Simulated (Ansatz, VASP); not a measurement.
**Ca2Ge2N in VASP and in Ansatz**

```
CELL_PARAMETERS angstrom
4.41134 0.00000 0.00000
-2.20567 3.82033 0.00000
0.00000 0.00000 8.26081
ATOMIC_POSITIONS crystal
Ca 0.00000 0.00000 0.23482
Ca 0.00000 0.00000 0.76518
Ge 0.33333 0.66667 0.50000
Ge 0.66667 0.33333 0.50000
N 0.00000 0.00000 0.50000
```

Alike in both runs: functional PBE; k mesh 6 × 6 × 4; occupations gaussian, width 0.1 eV; no spin polarisation.

Ansatz relaxed the structure, and its values are those at the end. VASP's run is a single point on that final structure, the one shown.

|  | VASP | Ansatz |
| --- | --- | --- |
| version | VASP 6.6.1 | Ansatz 0.2.0 |
| potentials or method | VASP PAW PBE potentials, release 64 (Ca_sv, Ge_d, N), cutoff 520 eV | scalar-relativistic, plane waves, PAW |
| valence electrons in the cell | 53 | 53 |

|  | VASP | Ansatz | Ansatz less VASP |
| --- | --- | --- | --- |
| gap on the k mesh at the Fermi level (eV) | none | none | - |
| pressure (GPa) | 0.1 | 0.0 | -0.11 |
| rms of the force components (eV/Å) | 0.015 | 0.008 | -0.0062 |

A gap of «none» marks a metal or a gap that the smearing closes.
